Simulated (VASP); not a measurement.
A run of VASP 6.6.1 is set up as follows.

File INCAR:

```
PREC = Accurate
ENCUT = 520
EDIFF = 1E-6
ISMEAR = 0
SIGMA = 0.01
LREAL = F
LASPH = T
NELM = 100
ALGO = Normal
ISIF = 2
LWAVE = F
LCHARG = F
GGA = PE
NBANDS = 14
```

KPOINTS

```
regular mesh
0
Gamma
  4 4 4
```

POSCAR

```
NaCl
1.0
    0.0000000000      2.7606583272      2.8237190504
    2.7606583272      0.0000000000      2.8237190504
    2.7606583272      2.7606583272      0.0000000000
Na Cl
1 1
Direct
    0.0000000000      0.0000000000      0.0000000000
    0.5000000000      0.5000000000      0.5000000000
```

Potentials or basis: VASP PAW PBE potentials, release 64 (Na_pv, Cl).

The run is started by

```sh
$ cat potpaw_PBE.64/Na_pv/POTCAR potpaw_PBE.64/Cl/POTCAR > POTCAR
$ mpirun -np 1 vasp_std > vasp.out
```

(1) Estimate the pressure.

(2) Predict the band gap on the k mesh.

Answers

(1) 2.0 GPa.

(2) 5.26 eV, direct.

Caveat: the k points lie up to 0.49 Å⁻¹ apart; the cell differs from its parent crystal (epitaxial xy strain -1.5%).
